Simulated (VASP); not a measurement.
Write the native input for VASP 6.6.1 that does the following.

```
Task                   : single point
Functional             : PBE
Potentials or basis    : VASP PAW PBE potentials, release 64 (Ta_pv, As)
Cutoff                 : 520 eV
k mesh                 : 6 × 6 × 6
Occupations            : gaussian, width 0.1 eV
Spin                   : no spin polarisation
Dipole correction      : no
Further INCAR settings : ALGO = Normal; EDIFF = 1e-06; NBANDS = 15
```

The structure of TaAs lies in POSCAR:

```
TaAs
1.0
    3.4211788896      0.0000000000      0.0000000000
   -1.7105894448      2.9628278293      0.0000000000
    0.0000000000      0.0000000000      3.4738355623
Ta As
1 1
Direct
    0.3333333333      0.6666666667      0.5000000000
    0.0000000000      0.0000000000      0.0000000000
```

These files were run (other wordings do the same):

INCAR

```
SYSTEM = TaAs
PREC     = Accurate       ! precision mode
ENCUT    = 520            ! plane-wave cutoff, eV
EDIFF    = 1E-6           ! SCF threshold, eV
ISMEAR   = 0              ! smearing method
SIGMA    = 0.1            ! smearing width, eV
LREAL    = .False.        ! projectors in reciprocal space
LASPH    = .True.         ! aspherical terms in the spheres
NELM     = 60             ! most SCF steps
ALGO     = Normal         ! electronic algorithm
ISIF     = 2              ! what is computed and relaxed
LWAVE    = .False.        ! write WAVECAR
LCHARG   = .True.         ! write CHGCAR
GGA      = PE             ! functional
LELF     = .True.         ! ELF
LVHAR    = .True.       
NBANDS   = 15             ! bands
```

KPOINTS

```
Automatic mesh
0
Gamma
  6 6 6
  0 0 0
```

Potentials or basis: VASP PAW PBE potentials, release 64 (Ta_pv, As).

Command:

```console
$ cat potpaw_PBE.64/Ta_pv/POTCAR potpaw_PBE.64/As/POTCAR > POTCAR
$ mpirun -np 1 vasp_std > vasp.out
```

It gave:

The pressure is 0.5 GPa and the band gap on the k mesh is zero (band 8 reaches 6.66 eV, above the bottom of band 9 at 6.47 eV).

Caveat: spin-orbit coupling is left out, which moves the levels of the heavy elements.

Wall time 10 s on 1 thread of Intel(R) Xeon(R) Platinum 8488C (Sapphire Rapids), on a shared host, peak memory 0.16 GiB.
